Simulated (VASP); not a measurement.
Runs of VASP 6.6.1 on HfTi3N4. The structure is that of space group Pm-3m (No. 221), or close to it. The cells are those of the table. 

| spin | cell | k mesh | smearing | gap on the mesh (eV) | pressure (GPa) |
| --- | --- | --- | --- | --- | --- |
| off | a = 4.344 Å, 8 atoms | 10 × 10 × 10 | fermi-dirac 0.15 eV | none | (a) |
| off | a = 4.342 Å, 8 atoms | 4 × 4 × 4 | gaussian 0.1 eV | none | -0.5 |
| collinear | a = 4.342 Å, 8 atoms | 4 × 4 × 4 | gaussian 0.1 eV | none | -0.5 |
| off | a = 4.342 Å, 8 atoms | 10 × 10 × 10 | gaussian 0.1 eV | none | -0.3 |
| off | a = 4.342 Å, 8 atoms | 6 × 6 × 6 | gaussian 0.2 eV | none | -0.1 |

Alike in all rows: task single point; level PBE; potentials or basis VASP PAW PBE potentials, release 64 (Hf_pv, Ti_sv, N); cutoff (eV) 520.

Fill in the values left out.

(a) -0.4.

Caveats: some runs use coarse meshes; spin-orbit coupling is left out, which moves the levels of the heavy elements.

A k mesh can miss the band edges, and the runs leave out spin-orbit coupling on Hf.

A gap of «none» marks levels without a gap at the run's occupations.
